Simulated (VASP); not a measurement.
Write the native input for VASP 6.6.1 that does the following.

```yaml
Task: single point
Functional: PBE
Potentials_or_basis: VASP PAW PBE potentials, release 64 (B, O)
Cutoff: 520 eV
k_mesh: 16 × 16 × 16
Occupations: gaussian, width 0.1 eV
Spin: no spin polarisation
Dipole_correction: no
Further_INCAR_settings: ALGO = Normal; EDIFF = 1e-07; NBANDS = 17
```

The structure of BO lies in POSCAR:

```
BO
1.0
    0.0000000000      2.4662076248      2.4662076248
    2.4662076248      0.0000000000      2.4662076248
    2.4662076248      2.4662076248      0.0000000000
B O
2 2
Direct
    0.5000000000      0.5000000000      0.5000000000
    0.7500000000      0.7500000000      0.7500000000
    0.0000000000      0.0000000000      0.0000000000
    0.2500000000      0.2500000000      0.2500000000
```

One way to write it, as run:

INCAR

```
SYSTEM = BO
ALGO = Normal
EDIFF = 1E-7
ENCUT = 520
GGA = PE
ISIF = 2
ISMEAR = 0
LASPH = .True.
LCHARG = .False.
LREAL = .False.
LWAVE = .False.
NBANDS = 17
NELM = 100
PREC = Accurate
SIGMA = 0.1
```

KPOINTS

```
k-points
0
Gamma
  16 16 16
  0 0 0
```

Potentials or basis: VASP PAW PBE potentials, release 64 (B, O).

Launch:

```bash
$ cat potpaw_PBE.64/B/POTCAR potpaw_PBE.64/O/POTCAR > POTCAR
$ mpirun -np 1 vasp_std > vasp.out
```

It gave:

* Pressure: -0.3 GPa
* Band gap on the k mesh: zero (bands 9 and 10 overlap by 1.68 eV)

It took 80 s on 1 thread of Intel(R) Xeon(R) Platinum 8488C (Sapphire Rapids), on a shared host, peak memory 0.19 GiB.
